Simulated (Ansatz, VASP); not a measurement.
# One calculation of Sn, two programs

File INCAR:

```
SYSTEM = Sn
PREC = Accurate ; ENCUT = 520
EDIFF = 1E-6 ; ISMEAR = 0
SIGMA = 0.15 ; LREAL = .FALSE.
LASPH = .TRUE. ; NELM = 60
ALGO = Fast ; ISIF = 2
LWAVE = .FALSE. ; LCHARG = .TRUE.
GGA = PS ; IVDW = 12
LELF = .TRUE. ; LVHAR = .TRUE.
NBANDS = 13
```

The input KPOINTS:

```
Automatic mesh
0
G
  18 18 18
  0 0 0
```

The input POSCAR:

```
Sn
1.0
   -1.9704378920      1.9704378920      2.0462239647
    1.9704378920     -1.9704378920      2.0462239647
    1.9704378920      1.9704378920     -2.0462239647
Sn
1
Direct
    0.0000000000      0.0000000000      0.0000000000
```

Input for Ansatz:

```yaml
crystal:
  lattice:
    - [-1.970437892, 1.970437892, 2.0462239647]
    - [1.970437892, -1.970437892, 2.0462239647]
    - [1.970437892, 1.970437892, -2.0462239647]
  atoms:
    - { symbol: Sn, position: [0.0, 0.0, 0.0] }
basis:
  ecutwfc: 420
kpoints:
  mp_grid: { grid: [18, 18, 18] }
hamiltonian:
  xc: pbesol
  dispersion: d3bj
scf:
  occupations: { method: gaussian, width: 0.15 }
output:
  forces: true
  stress: true
  eigenvalues: true
```

Change from the starting cell: strain +0.040 along x and y, +0.080 along z, atoms carried along.

Alike in both runs: task single point; functional PBEsol; dispersion D3(BJ); k mesh 18 × 18 × 18; occupations gaussian, width 0.15 eV; no spin polarisation.

|  | VASP | Ansatz |
| --- | --- | --- |
| version | VASP 6.6.1 | Ansatz 0.2.0 |
| potentials or method | VASP PAW PBE potentials, release 64 (Sn_d), cutoff 520 eV | scalar-relativistic, plane waves, PAW |
| valence electrons in the cell | 14 | 14 |

|  | VASP | Ansatz | Ansatz less VASP |
| --- | --- | --- | --- |
| gap on the k mesh at the Fermi level (eV) | none | none | - |
| pressure (GPa) | -3.8 | -3.8 | -0.03 |
| traceless stress, the component that is largest in VASP (GPa) | 0.36 | 0.36 | -0.002 |

VASP's potentials were made for PBE, not for PBEsol. A gap of «none» marks a metal or a gap that the smearing closes. Ansatz's warnings: dispersion switch in reach.
